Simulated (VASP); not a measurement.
Write the native input for VASP 6.6.1 that does the following.

| Property | Result |
| --- | --- |
| Task | single point |
| Functional | PBE |
| Potentials or basis | VASP PAW PBE potentials, release 64 (C) |
| Cutoff | 520 eV |
| k mesh | 22 × 22 × 12 |
| Occupations | fermi-dirac, width 0.08 eV |
| Spin | no spin polarisation |
| Dipole correction | no |
| Further INCAR settings | ALGO = Normal; EDIFF = 1e-07; NBANDS = 11 |

The structure of C lies in POSCAR:

```
C
1.0
    2.3745579538      0.0000000000      0.0000000000
   -1.1872789769      2.0564275107      0.0000000000
    0.0000000000      0.0000000000      2.1686431875
C
2
Direct
    0.3333333333      0.6666666667      0.2500000000
    0.6666666667      0.3333333333      0.7500000000
```

One way to write it, as run:

INCAR

```
PREC = Accurate
ENCUT = 520
EDIFF = 1E-7
ISMEAR = -1
SIGMA = 0.08
LREAL = False
LASPH = True
NELM = 100
ALGO = Normal
ISIF = 2
LWAVE = False
LCHARG = False
GGA = PE
NBANDS = 11
```

KPOINTS

```
regular mesh
0
Gamma
  22 22 12
```

Potentials or basis: VASP PAW PBE potentials, release 64 (C).

The run is started by

```sh
$ cat potpaw_PBE.64/C/POTCAR > POTCAR
$ mpirun -np 1 vasp_std > vasp.out
```

It gave:

```
Pressure               : 49.4 GPa
Band gap on the k mesh : zero (band 4 reaches 15.71 eV, above the bottom of band 5 at 6.46 eV)
```

It took 42 s on 1 thread of Intel Xeon 8259CL, on a shared host, peak memory 0.14 GiB.
